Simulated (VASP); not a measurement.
# TiCo (Pm-3m) in VASP: settings compared

The runs below take TiCo through relaxation of cell and atoms, single point, with PBEsol, PBE.

Program: VASP 6.6.1. These are calculated values, not measurements. Logs are shortened: lines on timing, memory, paths and dates and some standing lists are left out, and cuts for length are marked.

**1. The cell of the first run**

Symmetry: Pm-3m, No. 221, cubic system. Conventional cell: a = 2.986 Å, b = 2.986 Å, c = 2.986 Å, α = 90.00°, β = 90.00°, γ = 90.00°. Co (site symmetry m-3m) has 8 Ti at 2.59 Å and 6 Co at 2.99 Å within 3.4 Å. Within 3.4 Å of Ti (site symmetry m-3m) lie 8 Co at 2.59 Å and 6 Ti at 2.99 Å.

**2. Relaxation of cell and atoms, PBEsol, collinear spin, ferromagnetic start, target pressure 30 GPa, at which the enthalpy is minimised**

File INCAR:

```
SYSTEM = TiCo
ALGO = Normal
EDIFF = 1E-6
EDIFFG = -0.005
ENCUT = 600
GGA = PS
IBRION = 2
ISIF = 3
ISMEAR = -1
ISPIN = 2
LASPH = .TRUE.
LCHARG = .FALSE.
LMAXMIX = 4
LORBIT = 11
LREAL = .FALSE.
LWAVE = .FALSE.
MAGMOM = 2 1
NELM = 150
NSW = 80
PREC = Accurate
PSTRESS = 300.0
SIGMA = 0.05
```

File KPOINTS:

```
k-points
0
G
  9 9 9
  0 0 0
```

File POSCAR:

```
TiCo
1.0
    2.9861109900      0.0000000000      0.0000000000
    0.0000000000      2.9861109900      0.0000000000
    0.0000000000      0.0000000000      2.9861109900
Co Ti
1 1
Direct
    0.5000000000      0.5000000000      0.5000000000
    0.0000000000      0.0000000000      0.0000000000
```

Potentials or basis: VASP PAW PBE potentials, release 64 (Co, Ti_sv).

Started as:

```bash
$ cat potpaw_PBE.64/Co/POTCAR potpaw_PBE.64/Ti_sv/POTCAR > POTCAR
$ mpirun -np 1 vasp_std > vasp.out
```

OUTCAR:

```text
SYSTEM = TiCo
   EDIFF = 1E-6
   EDIFFG = -0.005
   ENCUT = 600
   GGA = PS
   IBRION = 2
   ISIF = 3
   ISMEAR = -1
   ISPIN = 2
   LASPH = .TRUE.
   LORBIT = 11
   LREAL = .FALSE.
   NELM = 150
   NSW = 80
   PREC = Accurate
   PSTRESS = 300.0

 ion  position               nearest neighbor table
   1  0.500  0.500  0.500-   2 2.59   2 2.59   2 2.59   2 2.59   2 2.59   2 2.59   2 2.59   2 2.59

   2  0.000  0.000  0.000-   1 2.59   1 2.59   1 2.59   1 2.59   1 2.59   1 2.59   1 2.59   1 2.59

  LATTYP: Found a simple cubic cell.
 ALAT       =     2.9861109900

  Lattice vectors:

 A1 = (   2.9861109900,   0.0000000000,   0.0000000000)
 A2 = (   0.0000000000,   2.9861109900,   0.0000000000)
 A3 = (   0.0000000000,   0.0000000000,   2.9861109900)

Analysis of symmetry for initial positions (statically):
=====================================================================
 Subroutine PRICEL returns:
 Original cell was already a primitive cell.

 Routine SETGRP: Setting up the symmetry group for a
 simple cubic supercell.

 Subroutine GETGRP returns: Found 48 space group operations
 (whereof 48 operations were pure point group operations)
 out of a pool of 48 trial point group operations.

The static configuration has the point symmetry O_h .

Analysis of symmetry for dynamics (positions and initial velocities):
=====================================================================
 Subroutine PRICEL returns:
 Original cell was already a primitive cell.

 Routine SETGRP: Setting up the symmetry group for a
 simple cubic supercell.

 Subroutine GETGRP returns: Found 48 space group operations
 (whereof 48 operations were pure point group operations)
 out of a pool of 48 trial point group operations.

The dynamic configuration has the point symmetry O_h .

Analysis of structural, dynamic, and magnetic symmetry:
=====================================================================
 Subroutine PRICEL returns:
 Original cell was already a primitive cell.

 Routine SETGRP: Setting up the symmetry group for a
 simple cubic supercell.

 Subroutine GETGRP returns: Found 48 space group operations
 (whereof 48 operations were pure point group operations)
 out of a pool of 48 trial point group operations.

The overall configuration has the point symmetry O_h .

 Subroutine INISYM returns: Found 48 space group operations
 (whereof 48 operations are pure point group operations),
 and found     1 'primitive' translations

[... 92 lines left out ...]
   ENCUT  =  600.0 eV  44.10 Ry    6.64 a.u.   5.96  5.96  5.96*2*pi/ulx,y,z
   NELM   =    150;   NELMIN=  2; NELMDL= -5     # of ELM steps
   EDIFF  = 0.1E-05   stopping-criterion for ELM
   LREAL  =      F    real-space projection
   EDIFFG = -.5E-02   stopping-criterion for IOM
   NSW    =     80    number of steps for IOM
   IBRION =      2    ionic relax: 0-MD 1-quasi-New 2-CG
   NFREE  =      1    steps in history (QN), initial steepest desc. (CG)
   ISIF   =      3    stress and relaxation
   ISYM   =      2    0-nonsym 1-usesym 2-fastsym
   POTIM  = 0.5000    time-step for ionic-motion
   TEBEG  =    0.0;   TEEND  =   0.0 temperature during run
   PSTRESS=  300.0 pullay stress
   NELECT =      21.0000    total number of electrons
   NUPDOWN=      -1.0000    fix difference up-down
   EMIN   =  10.00;   EMAX   =-10.00  energy-range for DOS
   EFERMI =   0.00;   METHOD = LEGACY
   ISMEAR =    -1;   SIGMA  =   0.05  broadening in eV -4-tet -1-fermi 0-gaus
   EFERMI_NEDOS =   21; number of points for ismear=-14 and -15
   IALGO  =     38    algorithm
   IMIX   =      4    mixing-type and parameters
     AMIX     =   0.40;   BMIX     =  1.00
     AMIX_MAG =   1.60;   BMIX_MAG =  1.00
  volume/ion in A,a.u.               =      13.31        89.84
  Fermi-wavevector in a.u.,A,eV,Ry     =   1.512546  2.858298 31.127355  2.287796
  Thomas-Fermi vector in A             =   2.622456
   LORBIT       =     11    0 simple, 1 ext, 2 COOP (PROOUT), +10 PAW based schemes
   GGA     = PS    functional components
   LHFCALC =     F    Hartree Fock is set to
   AEXX    =    0.0000 exact exchange contribution
   IVDW    =     0    specifies the selected vdW correction
   LEPSILON=     F    determine dielectric tensor
   LRPA    =     F    only Hartree local field effects (RPA)
 conjugate gradient relaxation of ions
 spin polarized calculation
  energy-cutoff  :      600.00
  volume of cell :       26.63
 maximum number of plane-waves:       905
 NGX is ok and might be reduce to    24
   NGX = 11   NGY = 11   NGZ = 11

--------------------------------------- Ionic step        1  -------------------------------------------

 number of electron      20.9999983 magnetization       0.6702732

 Free energy of the ion-electron system (eV)
  ---------------------------------------------------
  ext. energy  EPLUGINS =         0.00000000
  ---------------------------------------------------
  free energy    TOTEN  =       -16.87894256 eV

  energy without entropy =      -16.86030073  energy(sigma->0) =      -16.86962165

 E-fermi :   9.7929     XC(G=0): -12.7324

 val. band max:        9.7649211060   @ k =   0.4444   0.3333   0.2222
 cond. band min:       9.8159127652   @ k =   0.4444   0.4444   0.2222
 fundamental gap:      0.0509916592
 Fermi energy:         9.7928720464

 spin component 1

 k-point     1 :       0.0000    0.0000    0.0000
  band No.  band energies     occupation
      1     -47.1518      1.00000
      2     -23.3437      1.00000
      3     -23.3437      1.00000
      4     -23.3437      1.00000
      5       2.0693      1.00000
      6       5.7069      1.00000
[... 1138 lines left out ...]
--------------------------------------- Ionic step        7  -------------------------------------------

 number of electron      20.9999992 magnetization      -0.0008455

 Free energy of the ion-electron system (eV)
  ---------------------------------------------------
  ext. energy  EPLUGINS =         0.00000000
  ---------------------------------------------------
  free energy    TOTEN  =       -16.65701233 eV

  energy without entropy =      -16.63247949  energy(sigma->0) =      -16.64474591

 E-fermi :  12.2346     XC(G=0): -13.7139

 val. band max:       12.2336812387   @ k =   0.4444   0.2222   0.2222
 cond. band min:      12.2356669252   @ k =   0.4444   0.3333   0.1111
 fundamental gap:      0.0019856865
 Fermi energy:        12.2346201182

 spin component 1

 k-point     1 :       0.0000    0.0000    0.0000
  band No.  band energies     occupation
      1     -44.4355      1.00000
      2     -20.5521      1.00000
      3     -20.5521      1.00000
      4     -20.5521      1.00000
      5       3.8447      1.00000
      6       7.4144      1.00000
[... 940 lines left out ...]
  energy  without entropy=      -16.6324794941  energy(sigma->0) =      -16.64474591

  enthalpy is  TOTEN    =       -12.4791280006 eV   P V=        4.1778843275

 reached required accuracy - stopping structural energy minimisation

 total charge

# of ion       s       p       d       tot
------------------------------------------
    1        0.597   0.564   7.472   8.634
    2        2.295   6.246   2.052  10.593
--------------------------------------------------
tot          2.892   6.811   9.524  19.226

 magnetization (x)

# of ion       s       p       d       tot
------------------------------------------
    1       -0.000  -0.000  -0.001  -0.001
    2       -0.000   0.000  -0.000  -0.000
--------------------------------------------------
tot         -0.000  -0.000  -0.001  -0.001
```

CONTCAR:

```text
TiCo
   1.00000000000000
     2.8152388456395032    0.0000000000000000   -0.0000000000000000
     0.0000000000000000    2.8152388456395032   -0.0000000000000000
     0.0000000000000000   -0.0000000000000000    2.8152388456395032
  Co              Ti
     1     1
Direct
     0.5000000000000000    0.5000000000000000    0.5000000000000000
     0.0000000000000000    0.0000000000000000    1.0000000000000000

  0.00000000E+00  0.00000000E+00  0.00000000E+00
  0.00000000E+00  0.00000000E+00  0.00000000E+00
```

Run time: 93 s. Hardware: 1 thread of Intel Xeon Platinum 8488C (Sapphire Rapids), shared host; peak memory 0.18 GiB.

What came out:

```
Free energy                                                : -16.6570 eV
Relaxed volume                                             : 11.16 Å³/atom
Relaxed cell                                               : a = 2.815 Å, b = 2.815 Å, c = 2.815 Å, α = 90.00°, β = 90.00°, γ = 90.00°
Space group after relaxing (to 0.1 Å)                      : Pm-3m (No. 221)
Energy change on relaxing (the run minimises the enthalpy) : +111.0 meV/atom
Ionic steps                                                : 7
Pressure after relaxing                                    : 30.0 GPa
Net moment                                                 : 0.00 μB per cell
Valence electrons inside the program's atomic spheres      : Co 8.63; Ti 10.59
```

Step by step:
```csv
step,energy change (eV),largest force (eV/Å),pressure (GPa),volume (Å³)
1,0.0000,0.0000,-8.66,26.63
2,4.2048,0.0000,216.73,16.07
3,0.1430,0.0000,24.07,22.78
4,0.1950,0.0000,27.95,22.46
5,0.2246,0.0000,30.23,22.30
6,0.2163,0.0000,29.71,22.34
7,0.2219,0.0000,30.00,22.31
```

Final structure:
```xyz
2
Lattice="2.8152 0.0000 0.0000 0.0000 2.8152 0.0000 0.0000 0.0000 2.8152" Properties=species:S:1:pos:R:3 pbc="T T T"
Co    1.4076    1.4076    1.4076
Ti    0.0000    0.0000    2.8152
```

Caveat: the cell is relaxed towards a set pressure, so the run minimises the enthalpy, not the energy; the volume moved by over 15 % at a fixed basis, so the end points are rough; the PAW data sets were made with another functional, which shifts forces and pressure a little.

**3. Single point, PBE, collinear spin, ferromagnetic start**

File INCAR:

```
  PREC = Accurate
  ENCUT = 520
  EDIFF = 1E-6
  ISMEAR = -1
  SIGMA = 0.05
  LREAL = False
  LASPH = True
  NELM = 150
  ALGO = Normal
  ISIF = 2
  LWAVE = False
  LCHARG = True
  ISPIN = 2
  MAGMOM = 2 1
  LORBIT = 11
  LMAXMIX = 4
  GGA = PE
  LELF = True
  LVHAR = True
  NBANDS = 22
```

File KPOINTS:

```
Automatic mesh
0
Gamma
  8 8 8
```

POSCAR is that of step 2.

Potentials or basis: VASP PAW PBE potentials, release 64 (Co, Ti_sv).

Started as:

```bash
$ cat potpaw_PBE.64/Co/POTCAR potpaw_PBE.64/Ti_sv/POTCAR > POTCAR
$ mpirun -np 1 vasp_std > vasp.out
```

Wall time 26 s (1 thread of AMD EPYC 9R45 (Zen 5), shared host); peak memory 0.13 GiB.

The run converged. Its results:

```
Free energy                                           : -15.6518 eV
Pressure                                              : -2.6 GPa
Net moment                                            : 0.23 μB per cell
Site moments                                          : Co +0.29; Ti -0.04 μB
Valence electrons inside the program's atomic spheres : Co 8.30; Ti 10.28
```

Levels at points of the mesh, in eV from the Fermi level:
Spin up:
| k point | band 7 | band 8 | band 9 | band 10 | band 11 | band 12 | band 13 | band 14 | band 15 | band 16 |
| --- | --- | --- | --- | --- | --- | --- | --- | --- | --- | --- |
| (0.00, 0.00, 0.00) | -3.83 | -1.55 | -1.55 | -1.55 | 0.69 | 0.69 | 2.69 | 2.69 | 2.69 | 8.99 |
| (0.50, 0.00, 0.00) | -2.53 | -1.64 | -1.64 | -1.15 | -0.74 | -0.09 | 0.65 | 0.65 | 2.21 | 3.86 |
| (0.50, 0.50, 0.00) | -2.46 | -2.46 | -0.84 | -0.32 | 0.67 | 0.67 | 1.19 | 2.53 | 2.53 | 3.07 |
| (0.50, 0.50, 0.50) | -2.50 | -2.07 | -2.07 | -2.07 | -0.81 | -0.81 | 3.14 | 3.14 | 7.09 | 8.38 |
Spin down:
| k point | band 7 | band 8 | band 9 | band 10 | band 11 | band 12 | band 13 | band 14 |
| --- | --- | --- | --- | --- | --- | --- | --- | --- |
| (0.00, 0.00, 0.00) | -3.65 | -1.38 | -1.38 | -1.38 | 0.85 | 0.85 | 2.71 | 2.71 |
| (0.50, 0.00, 0.00) | -2.15 | -1.45 | -1.45 | -0.95 | -0.81 | 0.29 | 0.63 | 0.63 |
| (0.50, 0.50, 0.00) | -2.33 | -2.33 | -0.37 | 0.01 | 0.64 | 0.64 | 1.22 | 2.57 |
| (0.50, 0.50, 0.50) | -2.35 | -2.09 | -2.09 | -2.09 | -0.34 | -0.34 | 3.09 | 3.09 |
